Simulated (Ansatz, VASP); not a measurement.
# V in VASP and in Ansatz

```
V
1.0
    -3.24090    3.24014    1.24643
     3.24014   -3.24090    1.24643
     1.80988    1.80988   -1.24783
V
2
Direct
  0.00000 0.00000 0.00000
  0.75000 0.25000 0.50000
```

Alike in both runs: task single point; functional BLYP; k mesh 16 × 16 × 14; occupations fermi-dirac, width 0.1 eV; no spin polarisation.

|  | VASP | Ansatz |
| --- | --- | --- |
| version | VASP 6.6.1 | Ansatz 0.2.0 |
| potentials or method | VASP PAW PBE potentials, release 64 (V_sv), cutoff 520 eV | plane waves (420 eV) with PAW, scalar-relativistic |
| valence electrons in the cell | 26 | 26 |

|  | VASP | Ansatz | Ansatz less VASP |
| --- | --- | --- | --- |
| pressure (GPa) | -5.6 | -5.9 | -0.27 |
| traceless stress, the component that is largest in VASP (GPa) | -0.30 | -0.30 | -0.006 |

VASP's potentials were made for PBE, not for BLYP. With one functional, cell and mesh, what is left measures potentials, basis and numerics.
